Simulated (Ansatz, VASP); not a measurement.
## Two plane-wave programs on Ir

```xyz
5
Lattice="2.6954 0.0000 0.0000 -1.3477 2.3343 0.0000 0.0000 0.0000 24.8031" Properties=species:S:1:pos:R:3 pbc="T T T"
Ir    2.0216    0.3890    8.0000
Ir   -0.6739    1.9452   10.2008
Ir    0.6739    1.1671   12.4016
Ir    2.0216    0.3890   14.6023
Ir   -0.6739    1.9452   16.8031
```

Alike in both runs: task single point; functional LDA; k mesh 15 × 15 × 1; occupations fermi-dirac, width 0.08 eV; no spin polarisation.

```csv
,VASP,Ansatz
version,VASP 6.6.1,Ansatz 0.2.0
potentials or method,"VASP PAW LDA potentials, release 64 (Ir)","PAW with Ansatz's default frozen-core files, scalar-relativistic"
plane-wave cutoff (eV),520,420
valence electrons in the cell,45,85
```

|  | VASP | Ansatz | Ansatz less VASP |
| --- | --- | --- | --- |
| rms of the force components (eV/Å) | 0.213 | 0.241 | +0.0282 |

LDA's correlation is that of Perdew and Zunger in VASP and of Perdew and Wang (1992) in Ansatz. Atom by atom the forces differ by 0.038 eV/Å (rms over components). VASP's potentials hold 45 valence electrons a cell and Ansatz's 85, so a difference there can come from the potentials and not from the codes.

Spin-orbit coupling is off throughout.
